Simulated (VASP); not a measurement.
# Be16P in VASP: a series of runs

Be16P is run at these levels: PBEsol; tasks: single point.

Program: VASP 6.6.1. These are calculated values, not measurements. Logs are shortened: lines on timing, memory, paths and dates and some standing lists are left out, and cuts for length are marked.

## Step 1: The cell of the first run

The cell holds a slab with vacuum, 17 atoms: a = 4.580 Å, b = 4.580 Å, c = 16.383 Å, α = 90.00°, β = 90.00°, γ = 60.00°.

## Step 2: Single point, PBEsol

Input file INCAR:

```
PREC = Accurate ; ENCUT = 520
EDIFF = 1E-7 ; ISMEAR = -1
SIGMA = 0.15 ; LREAL = Auto
LASPH = T ; NELM = 100
ALGO = Normal ; ISIF = 2
LWAVE = F ; LCHARG = F
GGA = PS ; NBANDS = 32
```

Input file KPOINTS:

```
regular mesh
0
Gamma
  5 5 1
```

Input file POSCAR:

```
Be16P
1.0
    4.5800000000      0.0000000000      0.0000000000
    2.2900000000      3.9663960000      0.0000000000
    0.0000000000      0.0000000000     16.3826450000
Be P
16 1
Direct
   -0.1666666667      0.3333333333      0.0610402044
    0.3333333333      0.3333333333      0.0610402044
   -0.1666666667      0.8333333333      0.0610402044
    0.3333333333      0.8333333333      0.0610402044
   -0.0026819667      0.0013979946      0.1724192888
    0.5013233273      0.0013205943      0.1723838855
    0.0000684828      0.5000695846      0.1750311381
    0.5014006904      0.4973169598      0.1724184343
   -0.1636965658      0.3362926949      0.2855979605
    0.3279370155      0.3361368860      0.2855879499
   -0.1638586222      0.8279329648      0.2855898422
    0.3334895171      0.8334838478      0.2792097979
    0.0013985578     -0.0002783383      0.3919016130
    0.4994180136     -0.0005687783      0.3919348799
    0.0003135443      0.5003209463      0.4033932250
    0.4997370742      0.5013891704      0.3918948985
    0.3326615957      0.8327549745      0.4923552332
```

Potentials or basis: VASP PAW PBE potentials, release 64 (Be, P).

Run with:

```bash
$ cat potpaw_PBE.64/Be/POTCAR potpaw_PBE.64/P/POTCAR > POTCAR
$ mpirun -np 1 vasp_std > vasp.out
```

OUTCAR:

```text
PREC = Accurate
   ENCUT = 520
   EDIFF = 1E-7
   ISMEAR = -1
   LREAL = Auto
   LASPH = T
   NELM = 100
   ISIF = 2
   GGA = PS

 ion  position               nearest neighbor table
   1  0.833  0.333  0.061-   8 2.25   5 2.25   7 2.29   3 2.29   3 2.29   4 2.29   4 2.29   2 2.29
                             2 2.29
   2  0.333  0.333  0.061-   6 2.25   8 2.25   7 2.29   4 2.29   3 2.29   4 2.29   3 2.29   1 2.29
                             1 2.29
   3  0.833  0.833  0.061-   6 2.25   5 2.25   7 2.29   1 2.29   1 2.29   2 2.29   2 2.29   4 2.29
                             4 2.29
   4  0.333  0.833  0.061-   6 2.26   8 2.26   5 2.26   2 2.29   1 2.29   2 2.29   1 2.29   3 2.29
                             3 2.29
   5  0.997  0.001  0.172-  12 2.20   1 2.25   3 2.25   4 2.26   8 2.27   6 2.27  11 2.28   9 2.28
                             7 2.29   7 2.29   6 2.31   8 2.31
   6  0.501  0.001  0.172-  12 2.20   3 2.25   2 2.25   4 2.26   5 2.27   8 2.27  10 2.28  11 2.28
                             7 2.29   7 2.29   8 2.31   5 2.31
   7  0.000  0.500  0.175-   9 2.23  10 2.23  11 2.23   3 2.29   2 2.29   1 2.29   5 2.29   8 2.29
                             6 2.29   6 2.29   8 2.29   5 2.29
   8  0.501  0.497  0.172-  12 2.20   1 2.25   2 2.25   4 2.26   5 2.27   6 2.27  10 2.28   9 2.28
                             7 2.29   7 2.29   6 2.31   5 2.31
   9  0.836  0.336  0.286-  16 2.19  13 2.19   7 2.23  10 2.25  11 2.25   5 2.28   8 2.28  12 2.29
                            12 2.29  15 2.33  11 2.33  10 2.33
  10  0.328  0.336  0.286-  14 2.20  16 2.20   7 2.23   9 2.25  11 2.25   8 2.28   6 2.28  12 2.29
                            12 2.29  15 2.33  11 2.33   9 2.33
  11  0.836  0.828  0.286-  14 2.20  13 2.20   7 2.23   9 2.25  10 2.25   5 2.28   6 2.28  12 2.29
                            12 2.29  15 2.33  10 2.33   9 2.33
  12  0.333  0.833  0.279-   6 2.20   5 2.20   8 2.20  16 2.27  14 2.27  13 2.27  11 2.29  10 2.29
                             9 2.29   9 2.29  10 2.29  11 2.29
  13  0.001  1.000  0.392-  17 2.11   9 2.19  11 2.20  12 2.27  14 2.28  16 2.28  15 2.30  16 2.30
                            15 2.30  14 2.30
  14  0.499  0.999  0.392-  17 2.11  10 2.20  11 2.20  12 2.27  13 2.28  16 2.28  15 2.30  15 2.30
                            16 2.30  13 2.30
  15  0.000  0.500  0.403-  13 2.30  16 2.30  14 2.30  14 2.30  16 2.30  13 2.30  11 2.33  10 2.33
                             9 2.33
  16  0.500  0.501  0.392-  17 2.11   9 2.19  10 2.20  12 2.27  14 2.28  13 2.28  15 2.30  13 2.30
                            15 2.30  14 2.30
  17  0.333  0.833  0.492-  13 2.11  16 2.11  14 2.11

  LATTYP: Found a hexagonal cell.
 ALAT       =     4.5799996975
 C/A-ratio  =     3.5769969612

  Lattice vectors:

 A1 = (  -2.2900000000,  -3.9663960000,   0.0000000000)
 A2 = (   4.5800000000,   0.0000000000,   0.0000000000)
 A3 = (   0.0000000000,   0.0000000000,  16.3826450000)

Analysis of symmetry for initial positions (statically):
=====================================================================
 Subroutine PRICEL returns:
 Original cell was already a primitive cell.

 Routine SETGRP: Setting up the symmetry group for a
 hexagonal supercell.

 Subroutine GETGRP returns: Found  1 space group operations
 (whereof  1 operations were pure point group operations)
 out of a pool of 24 trial point group operations.

The static configuration has the point symmetry C_1 .

Analysis of symmetry for dynamics (positions and initial velocities):
=====================================================================
 Subroutine PRICEL returns:
 Original cell was already a primitive cell.

 Routine SETGRP: Setting up the symmetry group for a
 hexagonal supercell.

 Subroutine GETGRP returns: Found  1 space group operations
 (whereof  1 operations were pure point group operations)
 out of a pool of 24 trial point group operations.

The dynamic configuration has the point symmetry C_1 .

 Subroutine INISYM returns: Found  1 space group operations
 (whereof  1 operations are pure point group operations),
 and found     1 'primitive' translations

----------------------------------------------------------------------------------------

                                     Primitive cell

  volume of cell :     297.6087

  direct lattice vectors                    reciprocal lattice vectors
     4.580000000  0.000000000  0.000000000     0.218340611 -0.126059022  0.000000000
     2.290000000  3.966396000  0.000000000     0.000000000  0.252118044  0.000000000
     0.000000000  0.000000000 16.382645000     0.000000000  0.000000000  0.061040204

  length of vectors
     4.580000000  4.579999697 16.382645000     0.252118027  0.252118044  0.061040204
[... 53 lines left out ...]
     0.000000000  0.000000000  0.061040204     0.000000000  0.000000000  1.000000000

  Length of vectors
     0.050423605  0.050423609  0.061040204

  Shift w.r.t. Gamma in fractional coordinates (k-lattice)
     0.000000000  0.000000000  0.000000000

 Subroutine IBZKPT returns following result:
 ===========================================

 Found     13 irreducible k-points:

 Following reciprocal coordinates:
            Coordinates               Weight
  0.000000  0.000000  0.000000      1.000000
  0.200000  0.000000  0.000000      2.000000
  0.200000  0.200000  0.000000      2.000000
  0.000000  0.200000  0.000000      2.000000
  0.400000  0.000000  0.000000      2.000000
  0.400000  0.400000  0.000000      2.000000
  0.000000  0.400000  0.000000      2.000000
  0.400000  0.200000  0.000000      2.000000
  0.200000  0.400000  0.000000      2.000000
 -0.200000  0.200000  0.000000      2.000000
 -0.400000  0.200000  0.000000      2.000000
  0.400000 -0.400000  0.000000      2.000000
 -0.200000  0.400000  0.000000      2.000000
   k-points           NKPTS =     13   k-points in BZ     NKDIM =     13   number of bands    NBANDS=     32
   number of dos      NEDOS =    301   number of ions     NIONS =     17
   total plane-waves  NPLWV = 163296
   dimension x,y,z NGX =    36 NGY =   36 NGZ =  126
   dimension x,y,z NGXF=    72 NGYF=   72 NGZF=  252
   ions per type =              16   1
   NGX,Y,Z   is equivalent  to a cutoff of  13.07, 13.07, 12.79 a.u.
   NGXF,Y,Z  is equivalent  to a cutoff of  26.13, 26.13, 25.57 a.u.
 SYSTEM =  unknown system
   PREC   = accura    normal or accurate (medium, high low for compatibility)
   ISTART =      0    job   : 0-new  1-cont  2-samecut
   ICHARG =      2    charge: 1-file 2-atom 10-const
   ISPIN  =      1    spin polarized calculation?
   LNONCOLLINEAR =      F non collinear calculations
   LSORBIT =      F    spin-orbit coupling
   LASPH  =      T    aspherical Exc in radial PAW
   ENCUT  =  520.0 eV  38.22 Ry    6.18 a.u.   8.52  8.52 30.46*2*pi/ulx,y,z
   NELM   =    100;   NELMIN=  2; NELMDL= -5     # of ELM steps
   EDIFF  = 0.1E-06   stopping-criterion for ELM
   LREAL  =      T    real-space projection
   EDIFFG = 0.1E-05   stopping-criterion for IOM
   NSW    =      0    number of steps for IOM
   IBRION =     -1    ionic relax: 0-MD 1-quasi-New 2-CG
   NFREE  =      0    steps in history (QN), initial steepest desc. (CG)
   ISIF   =      2    stress and relaxation
   ISYM   =      2    0-nonsym 1-usesym 2-fastsym
   POTIM  = 0.5000    time-step for ionic-motion
   TEBEG  =    0.0;   TEEND  =   0.0 temperature during run
   PSTRESS=    0.0 pullay stress
   NELECT =      37.0000    total number of electrons
   NUPDOWN=      -1.0000    fix difference up-down
   EMIN   =  10.00;   EMAX   =-10.00  energy-range for DOS
   EFERMI =   0.00;   METHOD = LEGACY
   ISMEAR =    -1;   SIGMA  =   0.15  broadening in eV -4-tet -1-fermi 0-gaus
   EFERMI_NEDOS =   21; number of points for ismear=-14 and -15
   IALGO  =     38    algorithm
   IMIX   =      4    mixing-type and parameters
     AMIX     =   0.40;   BMIX     =  1.00
     AMIX_MAG =   1.60;   BMIX_MAG =  1.00
  volume/ion in A,a.u.               =      17.51       118.14
  Fermi-wavevector in a.u.,A,eV,Ry     =   0.817072  1.544042  9.083335  0.667606
  Thomas-Fermi vector in A             =   1.927454
   LORBIT       =      0    0 simple, 1 ext, 2 COOP (PROOUT), +10 PAW based schemes
   GGA     = PS    functional components
   LHFCALC =     F    Hartree Fock is set to
   AEXX    =    0.0000 exact exchange contribution
   IVDW    =     0    specifies the selected vdW correction
   LEPSILON=     F    determine dielectric tensor
   LRPA    =     F    only Hartree local field effects (RPA)
 non-spin polarized calculation
  energy-cutoff  :      520.00
  volume of cell :      297.61
 maximum number of plane-waves:      8057
 NGX is ok and might be reduce to    36
   NGX = 17   NGY = 17   NGZ = 61

 number of electron      37.0000000 magnetization

 Free energy of the ion-electron system (eV)
  ---------------------------------------------------
  ext. energy  EPLUGINS =         0.00000000
  ---------------------------------------------------
  free energy    TOTEN  =       -65.81824400 eV

  energy without entropy =      -65.52495466  energy(sigma->0) =      -65.67159933

 E-fermi :   0.5589     XC(G=0):  -6.3900

 val. band max:        0.5057808324   @ k =   0.4000  -0.4000   0.0000
 cond. band min:       0.7167004193   @ k =   0.4000   0.0000   0.0000
 fundamental gap:      0.2109195869
 Fermi energy:         0.5588831268

 k-point     1 :       0.0000    0.0000    0.0000
  band No.  band energies     occupation
      1     -10.3618      2.00000
      2      -9.4786      2.00000
      3      -7.9662      2.00000
      4      -5.8721      2.00000
      5      -3.6101      2.00000
      6      -3.6100      2.00000
[... 418 lines left out ...]
     29       5.8870      0.00000
     30       6.0855      0.00000
 [bands above 30 left out]

------------------------ aborting loop because EDIFF is reached ----------------------------------------

  FORCE on cell =-STRESS in cart. coord.  units (eV):
  Direction    XX          YY          ZZ          XY          YZ          ZX
  --------------------------------------------------------------------------------------
  -------------------------------------------------------------------------------------
  Total       -9.3020258     -9.2696296      0.2864157     -0.0306811     -0.0000099      0.0036348
  in kB      -50.0774898    -49.9030848      1.5419198     -0.1651719     -0.0000532      0.0195677
  external PRESSURE =     -32.8128849 kB  Pullay stress =       0.0000000 kB

 VOLUME and BASIS-vectors are now :
 -----------------------------------------------------------------------------
  energy-cutoff  :      520.00
  volume of cell :      297.61
      direct lattice vectors                 reciprocal lattice vectors
     4.580000000  0.000000000  0.000000000     0.218340611 -0.126059022  0.000000000
     2.290000000  3.966396000  0.000000000     0.000000000  0.252118044  0.000000000
     0.000000000  0.000000000 16.382645000     0.000000000  0.000000000  0.061040204

 POSITION                                       TOTAL-FORCE (eV/Angst)
 -----------------------------------------------------------------------------------
      4.58000      1.32213      1.00000         0.037643      0.021740      0.056276
      2.29000      1.32213      1.00000        -0.036099      0.021044      0.054954
      5.72500      3.30533      1.00000         0.000165     -0.041789      0.055017
      3.43500      3.30533      1.00000         0.000156      0.000091     -0.216406
      4.57092      0.00555      2.82468         0.001085     -0.000066      0.004068
      2.29908      0.00524      2.82410         0.003791      0.002209      0.008144
[... 9 lines left out ...]
      3.43698      1.98871      6.42027        -0.004976     -0.021130     -0.012005
      3.43060      3.30304      8.06608         0.012134      0.005548      0.043375
 -----------------------------------------------------------------------------------
    total drift:                               -0.000461     -0.000442      0.000137

  FREE ENERGIE OF THE ION-ELECTRON SYSTEM (eV)
  ---------------------------------------------------
  free  energy   TOTEN  =       -65.8182440009 eV

  energy  without entropy=      -65.5249546593  energy(sigma->0) =      -65.67159933
```

Run time: 5.6 min. Hardware: 1 thread of Intel Xeon Platinum 8259CL at 2.50GHz (Skylake/Cascade Lake), shared host; peak memory 0.41 GiB.

Results:

```yaml
Free_energy: -65.8182 eV
Largest_force: 0.216 eV/Å
```

Forces in eV/Å, atoms in the order of the input:
```
Be   0.038  0.022  0.056
Be  -0.036  0.021  0.055
Be   0.000 -0.042  0.055
Be   0.000  0.000 -0.216
Be   0.001  0.000  0.004
Be   0.004  0.002  0.008
Be  -0.001 -0.001 -0.001
Be   0.000  0.001  0.004
Be  -0.006 -0.003  0.000
Be   0.004  0.001  0.000
Be   0.003  0.003  0.000
Be  -0.004 -0.002 -0.002
Be  -0.022  0.007 -0.014
Be   0.007  0.004  0.007
Be   0.005  0.002  0.011
Be  -0.005 -0.021 -0.012
P    0.012  0.006  0.043
```

Caveat: the PAW data sets were made with another functional, which shifts forces and pressure a little.

## Step 3: Single point, PBEsol

Input file INCAR:

```
PREC     = Accurate       # precision mode
ENCUT    = 520            # plane-wave cutoff, eV
EDIFF    = 1E-7           # SCF threshold, eV
ISMEAR   = -1             # smearing method
SIGMA    = 0.15           # smearing width, eV
LREAL    = Auto         
LASPH    = T              # aspherical terms in the spheres
NELM     = 100            # most SCF steps
ALGO     = Normal         # electronic algorithm
ISIF     = 2              # what is computed and relaxed
LWAVE    = F              # write WAVECAR
LCHARG   = F              # write CHGCAR
GGA      = PS             # functional
NBANDS   = 32             # bands
```

KPOINTS is that of step 2.

Input file POSCAR:

```
Be16P
1.0
    4.5800000000      0.0000000000      0.0000000000
    2.2900000000      3.9663960000      0.0000000000
    0.0000000000      0.0000000000     16.3826450000
Be P
16 1
Direct
   -0.1666666667      0.3333333333      0.0610402044
    0.3333333333      0.3333333333      0.0610402044
   -0.1666666667      0.8333333333      0.0610402044
    0.3333333333      0.8333333333      0.0610402044
   -0.0009121650     -0.0003040544      0.1727309601
    0.5014664355     -0.0007293775      0.1722862822
   -0.0009104701      0.5012205034      0.1727325472
    0.5004210968      0.4997909941      0.1749926828
   -0.1683116983      0.3341587678      0.2837192041
    0.3324757793      0.3337541183      0.2825009637
   -0.1645903051      0.8322862871      0.2868177880
    0.3324738292      0.8337815992      0.2824966909
    0.0014704090      0.0033067803      0.3946052667
    0.5031411753     -0.0015696869      0.3919788288
    0.0015134881      0.4951621069      0.3946207099
    0.4930715679      0.5034883053      0.3994309222
    0.1912966826      1.1542450628      0.4952517741
```

Potentials or basis: VASP PAW PBE potentials, release 64 (Be, P).

Run with:

```bash
$ cat potpaw_PBE.64/Be/POTCAR potpaw_PBE.64/P/POTCAR > POTCAR
$ mpirun -np 1 vasp_std > vasp.out
```

Wall time 6.1 min (1 thread of Intel Xeon Platinum 8259CL at 2.50GHz (Skylake/Cascade Lake), shared host); peak memory 0.42 GiB.

The run converged. Its results:

```
Free energy   : -65.6173 eV
Largest force : 0.170 eV/Å
```

Forces in eV/Å, atoms in the order of the input:
```
Be  -0.140  0.081 -0.005
Be   0.136  0.091 -0.047
Be   0.013 -0.007  0.054
Be  -0.011 -0.163 -0.047
Be   0.001  0.001  0.001
Be  -0.003  0.002  0.007
Be  -0.001 -0.001  0.001
Be   0.003 -0.002 -0.004
Be   0.003 -0.002  0.009
Be   0.000 -0.007  0.017
Be   0.003 -0.002  0.005
Be   0.006  0.004  0.016
Be  -0.031 -0.013 -0.010
Be   0.016 -0.009 -0.013
Be  -0.004  0.034 -0.010
Be   0.014 -0.008  0.005
P   -0.003  0.001  0.020
```

Levels at points of the mesh, in eV from the Fermi level:
```csv
k point,band 14,band 15,band 16,band 17,band 18,band 19,band 20,band 21,band 22,band 23
"(0.00, 0.00, 0.00)",-2.77,-1.98,-1.97,-1.96,-1.90,-0.82,-0.54,0.91,2.41,2.44
```

Caveat: the PAW data sets were made with another functional, which shifts forces and pressure a little.

(Continued in part 2 of 2.)
